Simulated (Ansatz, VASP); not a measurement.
Hf in VASP and in Ansatz

INCAR

```
PREC = Accurate
ENCUT = 520
EDIFF = 1E-6
ISMEAR = -1
SIGMA = 0.1
LREAL = F
LASPH = T
NELM = 60
ALGO = Normal
ISIF = 2
LWAVE = F
LCHARG = F
GGA = RP
NBANDS = 11
```

KPOINTS

```
regular mesh
0
Gamma
  14 14 14
```

File POSCAR:

```
Hf
1.0
   -1.7171723110      1.7171723110      1.7171723110
    1.7171723110     -1.7171723110      1.7171723110
    1.7171723110      1.7171723110     -1.7171723110
Hf
1
Direct
    0.0000000000      0.0000000000      0.0000000000
```

Input for Ansatz:

```yaml
crystal:
  lattice:
    - [-1.717172311, 1.717172311, 1.717172311]
    - [1.717172311, -1.717172311, 1.717172311]
    - [1.717172311, 1.717172311, -1.717172311]
  atoms:
    - { symbol: Hf, position: [0.0, 0.0, 0.0] }
hamiltonian:
  xc: rpbe
  pseudopotentials:
    kind: paw
    azcp:
      Hf: "pseudopotentials/Hf.paw.azcp"
basis:
  ecutwfc: 420
  fft_grid_basis: typed
kpoints:
  mp_grid: { grid: [14, 14, 14], shift: [0, 0, 0] }
magnetization:
  spin_polarized: false
scf:
  occupations: { method: fermi_dirac, width: 0.1 }
  lower_state_search: "off"
output:
  stress: true
```

Alike in both runs: task single point; functional RPBE; k mesh 14 × 14 × 14; occupations fermi-dirac, width 0.1 eV; no spin polarisation.

|  | VASP | Ansatz |
| --- | --- | --- |
| version | VASP 6.6.1 | Ansatz 0.2.0 |
| potentials or method | VASP PAW PBE potentials, release 64 (Hf_pv), cutoff 520 eV | plane waves (420 eV) with PAW, scalar-relativistic |
| valence electrons in the cell | 10 | 26 |

Ansatz gave:

```
pressure (GPa) : 14.8
```

Q: Estimate VASP's values.

A: Pressure (GPa): 14.5.

VASP's potentials were made for PBE, not for RPBE. VASP's potentials hold 10 valence electrons a cell and Ansatz's 26, so a difference there can come from the potentials and not from the codes.

Neither program's run includes spin-orbit coupling.
